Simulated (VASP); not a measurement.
Set up this calculation in VASP 6.6.1, as the native input.

```yaml
Task: single point
Functional: PBE
Potentials_or_basis: VASP PAW PBE potentials, release 64 (Cu_sv_GW, O)
Cutoff: 820 eV
k_mesh: 8 × 8 × 5
Occupations: fermi-dirac, width 0.05 eV
Spin: no spin polarisation
Dipole_correction: no
Further_INCAR_settings: ALGO = Normal; EDIFF = 1e-06; NBANDS = 33
```

The structure of CuO lies in POSCAR:

```
CuO
1.0
    1.9511486400     -2.1104790000      0.0000000000
    1.9511486400      2.1104790000      0.0000000000
    0.0000000000      0.0000000000      5.1559280000
Cu O
2 2
Direct
    0.5000000000      0.0000000000      0.0000000000
    0.0000000000      0.5000000000      0.5000000000
    0.5000000000      0.5000000000      0.2500000000
    0.5000000000      0.5000000000      0.7500000000
```

These files were run (other wordings do the same):

INCAR

```
SYSTEM = CuO
  PREC = Accurate
  ENCUT = 820
  EDIFF = 1E-6
  ISMEAR = -1
  SIGMA = 0.05
  LREAL = .False.
  LASPH = .True.
  NELM = 120
  ALGO = Normal
  ISIF = 2
  LWAVE = .False.
  LCHARG = .False.
  GGA = PE
  NBANDS = 33
  GGA_COMPAT = .False.
```

KPOINTS

```
regular mesh
0
Gamma
  8 8 5
  0 0 0
```

Potentials or basis: VASP PAW PBE potentials, release 64 (Cu_sv_GW, O).

Launch:

```console
$ cat potpaw_PBE.64/Cu_sv_GW/POTCAR potpaw_PBE.64/O/POTCAR > POTCAR
$ mpirun -np 1 vasp_std > vasp.out
```

Results of the run:

The pressure is 6.6 GPa and the band gap on the k mesh is zero (bands 25 and 26 overlap by 0.85 eV).

Caveat: the cell stands under pressure; semilocal functionals often make such compounds metallic where correlation or magnetic order opens a gap, which also shifts bond lengths.

It took 3.1 min on 1 thread of Intel(R) Xeon(R) Platinum 8259CL CPU @ 2.50GHz (Skylake/Cascade Lake), with other jobs on the host, peak memory 0.31 GiB.
